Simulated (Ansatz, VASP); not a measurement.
ZrN in VASP and in Ansatz

```xyz
2
Lattice="0.0000 2.2771 2.2771 2.2771 0.0000 2.2771 2.2771 2.2771 0.0000" Properties=species:S:1:pos:R:3 pbc="T T T"
Zr    2.2771    2.2771    2.2771
N     0.0000    0.0000    0.0000
```

Alike in both runs: task single point; functional PBE; dispersion D3(BJ); k mesh 8 × 8 × 8; occupations gaussian, width 0.05 eV; no spin polarisation.

|  | VASP | Ansatz |
| --- | --- | --- |
| version | VASP 6.6.1 | Ansatz 0.2.0 |
| potentials or method | VASP PAW PBE potentials, release 64 (Zr_sv, N), cutoff 600 eV | scalar-relativistic, plane waves, PAW |
| valence electrons in the cell | 17 | 17 |

VASP gave:

| Item | Value |
| --- | --- |
| gap on the k mesh at the Fermi level (eV) | none |
| pressure (GPa) | 1.2 |

Q: What did Ansatz give for the same quantities?

A: gap on the k mesh at the Fermi level (eV): none; pressure (GPa): 1.0.

A gap of «none» marks a metal or a gap that the smearing closes.
